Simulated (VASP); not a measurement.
A run of VASP 6.6.1 is set up as follows.

Contents of POSCAR:

```
La8CdGa7HO24
1.0
    7.7293080000      0.0000000000      0.0000000000
    0.0000000000      7.7293080000      0.0000000000
    0.0000000000      0.0000000000      7.7293080000
La Cd Ga O H
8 1 7 24 1
Direct
    0.0025580000      0.9986450000      0.9992050000
    0.0033430000      0.9992830000      0.5001000000
    0.9986880000      0.5019530000      0.0008140000
    0.0008860000      0.5007530000      0.4991350000
    0.5007730000      0.0024160000      0.0028210000
    0.5009220000      0.0008540000      0.4979000000
    0.5006100000      0.4986050000      0.0011340000
    0.5017830000      0.4976250000      0.4952290000
    0.2521510000      0.2490820000      0.2926930000
    0.2514800000      0.2506980000      0.7479580000
    0.2544880000      0.7515500000      0.2479620000
    0.2470460000      0.7488260000      0.7498370000
    0.7511360000      0.2477330000      0.2490220000
    0.7508760000      0.2487080000      0.7489410000
    0.7501600000      0.7496810000      0.2470130000
    0.7480100000      0.7497060000      0.7504960000
    0.2492650000      0.2496290000      0.9544360000
    0.2539910000      0.2455480000      0.5035560000
    0.2486010000      0.7552460000      0.0025890000
    0.2477700000      0.7524600000      0.5039940000
    0.7518600000      0.2483330000      0.0012490000
    0.7485810000      0.2469830000      0.4995910000
    0.7437930000      0.7501120000      0.9985460000
    0.7544200000      0.7537880000      0.5036860000
    0.0016130000      0.2502250000      0.2537450000
    0.0045630000      0.2527210000      0.7494740000
    0.0037060000      0.7505240000      0.2502450000
    0.9982300000      0.7502620000      0.7494070000
    0.5034210000      0.2486120000      0.2469700000
    0.5029750000      0.2511660000      0.7480230000
    0.4970320000      0.7461830000      0.2495300000
    0.5021470000      0.7496390000      0.7490100000
    0.2499370000      0.9990960000      0.2457900000
    0.2480830000      0.0037970000      0.7518070000
    0.2509110000      0.4965110000      0.2511630000
    0.2453540000      0.4975100000      0.7488190000
    0.7503650000      0.9963540000      0.2496070000
    0.7499790000      0.9996160000      0.7485660000
    0.7468670000      0.4983680000      0.2505090000
    0.7486900000      0.4998950000      0.7499130000
    0.2497660000      0.2483950000      0.1255470000
```

The input INCAR.step1:

```
PREC = Accurate
ENCUT = 520
EDIFF = 1E-5
ISMEAR = -1
SIGMA = 0.05
LREAL = Auto
LASPH = T
NELM = 200
ALGO = Normal
ISIF = 2
LWAVE = T
LCHARG = F
GGA = PE
ISYM = -1
NBANDS = 194
GGA_COMPAT = F
LMAXMIX = 6
```

The input INCAR.step2:

```
PREC = Accurate
ENCUT = 520
EDIFF = 1E-6
ISMEAR = -1
SIGMA = 0.05
LREAL = Auto
LASPH = T
NELM = 200
ALGO = Normal
ISIF = 2
LWAVE = F
LCHARG = F
GGA = PE
LHFCALC = T
AEXX = 1.0
ALDAC = 0.0
AGGAC = 0.0
PRECFOCK = Fast
ISTART = 1
ISYM = -1
NBANDS = 194
GGA_COMPAT = F
LMAXMIX = 6
```

File KPOINTS:

```
explicit points
1
Reciprocal
  0.25000000   0.25000000   0.25000000 1
```

Potentials or basis: VASP PAW PBE potentials, release 64 (La, Cd, Ga_d, O, H).

Run with:

```console
$ cat potpaw_PBE.64/La/POTCAR potpaw_PBE.64/Cd/POTCAR potpaw_PBE.64/Ga_d/POTCAR potpaw_PBE.64/O/POTCAR potpaw_PBE.64/H/POTCAR > POTCAR
$ cp INCAR.step1 INCAR
$ mpirun -np 1 vasp_std > vasp.out
$ cp INCAR.step2 INCAR
$ mpirun -np 1 vasp_std > vasp.out
```

(1) Estimate the pressure.

(2) What does it give for the largest force?

(3) What does it give for the band gap on the k mesh?

Answers

(1) 17.3 GPa.

(2) 22.685 eV/Å.

(3) 13.05 eV.

Caveat: the PAW data sets were made with another functional, which shifts forces and pressure a little; spin-orbit coupling is left out, which moves the levels of the heavy elements.
